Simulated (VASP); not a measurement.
# Si (P1) in VASP: single point with PBE

Aim: the single point of Si with PBE.

Program: VASP 6.6.1. These are calculated values, not measurements. Logs are shortened: lines on timing, memory, paths and dates and some standing lists are left out, and cuts for length are marked.

## (1) The cell of the first run

The typed cell holds 8 atoms: a = 5.431 Å, b = 5.431 Å, c = 5.431 Å, α = 90.00°, β = 90.00°, γ = 90.00°.

## (2) Single point, PBE

Input file INCAR:

```
PREC = Accurate
ENCUT = 500
EDIFF = 1E-6
ISMEAR = 0
SIGMA = 0.01
LREAL = False
LASPH = True
NELM = 120
ALGO = Normal
ISIF = 2
LWAVE = False
LCHARG = True
GGA = PE
LELF = True
LVHAR = True
NBANDS = 26
GGA_COMPAT = False
```

Input file KPOINTS:

```
regular mesh
0
Gamma
  1 1 1
```

Input file POSCAR:

```
Si
1.0
    5.4310000000      0.0000000000      0.0000000000
    0.0000000000      5.4310000000      0.0000000000
    0.0000000000      0.0000000000      5.4310000000
Si
8
Direct
    0.0100060000     -0.0001250000      0.0001810000
    0.0000540000      0.4900360000      0.5001760000
    0.4998360000      0.0001170000      0.5148890000
    0.4999000000      0.4999280000      0.0000960000
    0.2501770000      0.2600820000      0.2499270000
    0.2498510000      0.7499150000      0.7398870000
    0.7600010000      0.2500040000      0.7498460000
    0.7498840000      0.7501510000      0.2500800000
```

Potentials or basis: VASP PAW PBE potentials, release 64 (Si).

On the command line:

```console
cat potpaw_PBE.64/Si/POTCAR > POTCAR
mpirun -np 1 vasp_gam > vasp.out
```

OUTCAR:

```text
PREC = Accurate
   ENCUT = 500
   EDIFF = 1E-6
   ISMEAR = 0
   LREAL = False
   LASPH = True
   NELM = 120
   ISIF = 2
   GGA = PE

 ion  position               nearest neighbor table
   1  0.010  1.000  0.000-   7 2.35   6 2.35   5 2.35   8 2.38
   2  0.000  0.490  0.500-   7 2.29   5 2.29   6 2.35   8 2.38
   3  0.500  0.000  0.515-   6 2.28   7 2.34   8 2.40   5 2.43
   4  0.500  0.500  0.000-   5 2.32   8 2.35   6 2.38   7 2.38
   5  0.250  0.260  0.250-   2 2.29   4 2.32   1 2.35   3 2.43
   6  0.250  0.750  0.740-   3 2.28   2 2.35   1 2.35   4 2.38
   7  0.760  0.250  0.750-   2 2.29   3 2.34   1 2.35   4 2.38
   8  0.750  0.750  0.250-   4 2.35   1 2.38   2 2.38   3 2.40

  LATTYP: Found a simple cubic cell.
 ALAT       =     5.4310000000

  Lattice vectors:

 A1 = (   5.4310000000,   0.0000000000,   0.0000000000)
 A2 = (   0.0000000000,   5.4310000000,   0.0000000000)
 A3 = (   0.0000000000,   0.0000000000,   5.4310000000)

Analysis of symmetry for initial positions (statically):
=====================================================================
 Subroutine PRICEL returns:
 Original cell was already a primitive cell.

 Routine SETGRP: Setting up the symmetry group for a
 simple cubic supercell.

 Subroutine GETGRP returns: Found  1 space group operations
 (whereof  1 operations were pure point group operations)
 out of a pool of 48 trial point group operations.

The static configuration has the point symmetry C_1 .

Analysis of symmetry for dynamics (positions and initial velocities):
=====================================================================
 Subroutine PRICEL returns:
 Original cell was already a primitive cell.

 Routine SETGRP: Setting up the symmetry group for a
 simple cubic supercell.

 Subroutine GETGRP returns: Found  1 space group operations
 (whereof  1 operations were pure point group operations)
 out of a pool of 48 trial point group operations.

The dynamic configuration has the point symmetry C_1 .

 Subroutine INISYM returns: Found  1 space group operations
 (whereof  1 operations are pure point group operations),
 and found     1 'primitive' translations

----------------------------------------------------------------------------------------

                                     Primitive cell

  volume of cell :     160.1915

  direct lattice vectors                    reciprocal lattice vectors
     5.431000000  0.000000000  0.000000000     0.184128153  0.000000000  0.000000000
     0.000000000  5.431000000  0.000000000     0.000000000  0.184128153  0.000000000
     0.000000000  0.000000000  5.431000000     0.000000000  0.000000000  0.184128153

  length of vectors
     5.431000000  5.431000000  5.431000000     0.184128153  0.184128153  0.184128153

  position of ions in fractional coordinates (direct lattice)
     0.010006000  0.999875000  0.000181000
     0.000054000  0.490036000  0.500176000
     0.499836000  0.000117000  0.514889000
     0.499900000  0.499928000  0.000096000
     0.250177000  0.260082000  0.249927000
     0.249851000  0.749915000  0.739887000
     0.760001000  0.250004000  0.749846000
     0.749884000  0.750151000  0.250080000

  ion indices of the primitive-cell ions
   primitive index   ion index
                 1           1
                 2           2
                 3           3
                 4           4
                 5           5
                 6           6
                 7           7
                 8           8

----------------------------------------------------------------------------------------

 KPOINTS: regular mesh

Automatic generation of k-mesh.
 Grid dimensions read from file:
 generate k-points for:    1    1    1

 Generating k-lattice:

  Cartesian coordinates                     Fractional coordinates (reciprocal lattice)
     0.184128153  0.000000000  0.000000000     1.000000000  0.000000000  0.000000000
     0.000000000  0.184128153  0.000000000     0.000000000  1.000000000  0.000000000
     0.000000000  0.000000000  0.184128153     0.000000000  0.000000000  1.000000000

  Length of vectors
     0.184128153  0.184128153  0.184128153

  Shift w.r.t. Gamma in fractional coordinates (k-lattice)
     0.000000000  0.000000000  0.000000000

 Subroutine IBZKPT returns following result:
 ===========================================

 Found      1 irreducible k-points:

 Following reciprocal coordinates:
            Coordinates               Weight
  0.000000  0.000000  0.000000      1.000000
   k-points           NKPTS =      1   k-points in BZ     NKDIM =      1   number of bands    NBANDS=     26
   number of dos      NEDOS =    301   number of ions     NIONS =      8
   total plane-waves  NPLWV =  64000
   dimension x,y,z NGX =    40 NGY =   40 NGZ =   40
   dimension x,y,z NGXF=    80 NGYF=   80 NGZF=   80
   ions per type =               8
   NGX,Y,Z   is equivalent  to a cutoff of  12.24, 12.24, 12.24 a.u.
   NGXF,Y,Z  is equivalent  to a cutoff of  24.49, 24.49, 24.49 a.u.
 SYSTEM =  unknown system
   PREC   = accura    normal or accurate (medium, high low for compatibility)
   ISTART =      0    job   : 0-new  1-cont  2-samecut
   ICHARG =      2    charge: 1-file 2-atom 10-const
   ISPIN  =      1    spin polarized calculation?
   LNONCOLLINEAR =      F non collinear calculations
   LSORBIT =      F    spin-orbit coupling
   LASPH  =      T    aspherical Exc in radial PAW
   ENCUT  =  500.0 eV  36.75 Ry    6.06 a.u.   9.90  9.90  9.90*2*pi/ulx,y,z
   NELM   =    120;   NELMIN=  2; NELMDL= -5     # of ELM steps
   EDIFF  = 0.1E-05   stopping-criterion for ELM
   LREAL  =      F    real-space projection
   EDIFFG = 0.1E-04   stopping-criterion for IOM
   NSW    =      0    number of steps for IOM
   IBRION =     -1    ionic relax: 0-MD 1-quasi-New 2-CG
   NFREE  =      0    steps in history (QN), initial steepest desc. (CG)
   ISIF   =      2    stress and relaxation
   ISYM   =      2    0-nonsym 1-usesym 2-fastsym
   POTIM  = 0.5000    time-step for ionic-motion
   TEBEG  =    0.0;   TEEND  =   0.0 temperature during run
   PSTRESS=    0.0 pullay stress
   NELECT =      32.0000    total number of electrons
   NUPDOWN=      -1.0000    fix difference up-down
   EMIN   =  10.00;   EMAX   =-10.00  energy-range for DOS
   EFERMI =   0.00;   METHOD = LEGACY
   ISMEAR =     0;   SIGMA  =   0.01  broadening in eV -4-tet -1-fermi 0-gaus
   EFERMI_NEDOS =   21; number of points for ismear=-14 and -15
   IALGO  =     38    algorithm
   IMIX   =      4    mixing-type and parameters
     AMIX     =   0.40;   BMIX     =  1.00
     AMIX_MAG =   1.60;   BMIX_MAG =  1.00
  volume/ion in A,a.u.               =      20.02       135.13
  Fermi-wavevector in a.u.,A,eV,Ry     =   0.956999  1.808467 12.460868  0.915848
  Thomas-Fermi vector in A             =   2.085978
   LORBIT       =      0    0 simple, 1 ext, 2 COOP (PROOUT), +10 PAW based schemes
   GGA     = PE    functional components
   LHFCALC =     F    Hartree Fock is set to
   AEXX    =    0.0000 exact exchange contribution
   IVDW    =     0    specifies the selected vdW correction
   LEPSILON=     F    determine dielectric tensor
   LRPA    =     F    only Hartree local field effects (RPA)
 non-spin polarized calculation
 Gauss-broadening in eV      SIGMA  =   0.01
  energy-cutoff  :      500.00
  volume of cell :      160.19
 maximum number of plane-waves:      2034
 NGX is ok and might be reduce to    40
   NGX = 19   NGY = 19   NGZ = 19

 number of electron      32.0000003 magnetization

 Free energy of the ion-electron system (eV)
  ---------------------------------------------------
  ext. energy  EPLUGINS =         0.00000000
  ---------------------------------------------------
  free energy    TOTEN  =       -33.06566458 eV

  energy without entropy =      -33.06566458  energy(sigma->0) =      -33.06566458

 E-fermi :   6.4082     XC(G=0):  -9.1988

 val. band max:        6.3249183589   @ k =   0.0000   0.0000   0.0000
 cond. band min:       6.5851819883   @ k =   0.0000   0.0000   0.0000
 fundamental gap:      0.2602636294
 Fermi energy:         6.4082460688

 k-point     1 :       0.0000    0.0000    0.0000
  band No.  band energies     occupation
      1      -5.8862      2.00000
      2      -1.9244      2.00000
      3      -1.8412      2.00000
      4      -1.7394      2.00000
      5      -1.6745      2.00000
      6      -1.5939      2.00000
[... 18 lines left out ...]
     25       8.7083      0.00000
     26       9.5220      0.00000

------------------------ aborting loop because EDIFF is reached ----------------------------------------

  FORCE on cell =-STRESS in cart. coord.  units (eV):
  Direction    XX          YY          ZZ          XY          YZ          ZX
  --------------------------------------------------------------------------------------
  -------------------------------------------------------------------------------------
  Total       10.9178137     10.6008137     10.7962341      1.5108849     -0.0676743     -1.0714592
  in kB      109.1960308    106.0255113    107.9800356     15.1113249     -0.6768544    -10.7163486
  external PRESSURE =     107.7338592 kB  Pullay stress =       0.0000000 kB

 VOLUME and BASIS-vectors are now :
 -----------------------------------------------------------------------------
  energy-cutoff  :      500.00
  volume of cell :      160.19
      direct lattice vectors                 reciprocal lattice vectors
     5.431000000  0.000000000  0.000000000     0.184128153  0.000000000  0.000000000
     0.000000000  5.431000000  0.000000000     0.000000000  0.184128153  0.000000000
     0.000000000  0.000000000  5.431000000     0.000000000  0.000000000  0.184128153

 POSITION                                       TOTAL-FORCE (eV/Angst)
 -----------------------------------------------------------------------------------
      0.05434      5.43032      0.00098         0.172277     -0.075176     -0.001991
      0.00029      2.66139      2.71646        -0.329510      0.856517     -0.617030
      2.71461      0.00064      2.79636         0.315357      0.740564     -0.874650
      2.71496      2.71511      0.00052         0.225785      0.366159     -0.761863
      1.35871      1.41251      1.35735         0.475268     -0.775526      0.394949
      1.35694      4.07279      4.01833        -0.426054     -0.924952      0.558660
      4.12757      1.35777      4.07241        -0.224463     -0.325162      0.964794
      4.07262      4.07407      1.35818        -0.208660      0.137576      0.337132
 -----------------------------------------------------------------------------------
    total drift:                                0.000047     -0.000001     -0.000025

  FREE ENERGIE OF THE ION-ELECTRON SYSTEM (eV)
  ---------------------------------------------------
  free  energy   TOTEN  =       -33.0656645832 eV

  energy  without entropy=      -33.0656645832  energy(sigma->0) =      -33.06566458
```

It used 12 s of CPU time on 1 thread of AMD EPYC 7R13 Processor (Zen 3) (shared host).

What came out:

```yaml
Free_energy: -33.0657 eV
Pressure: 10.8 GPa
Largest_force: 1.189 eV/Å
Band_gap_on_the_k_mesh: 0.26 eV
```

Forces on the atoms (eV/Å):
```
Si   0.172 -0.075 -0.002
Si  -0.330  0.857 -0.617
Si   0.315  0.741 -0.875
Si   0.226  0.366 -0.762
Si   0.475 -0.776  0.395
Si  -0.426 -0.925  0.559
Si  -0.224 -0.325  0.965
Si  -0.209  0.138  0.337
```

Stress tensor (GPa, compression positive):
```
10.92  1.51 -1.07
 1.51 10.60 -0.07
-1.07 -0.07 10.80
```

Levels at points of the mesh, in eV from the valence-band top:
| k point | band 12 | band 13 | band 14 | band 15 | band 16 | band 17 | band 18 | band 19 | band 20 | band 21 |
| --- | --- | --- | --- | --- | --- | --- | --- | --- | --- | --- |
| (0.00, 0.00, 0.00) | -3.07 | -3.01 | -0.40 | -0.18 | 0.00 | 0.26 | 0.34 | 0.40 | 0.43 | 0.51 |

Caveat: the k points lie up to 1.16 Å⁻¹ apart; forces of over 1 eV/Å act on the atoms, so gaps and moduli don't describe the material at rest. A k mesh can miss the band edges.
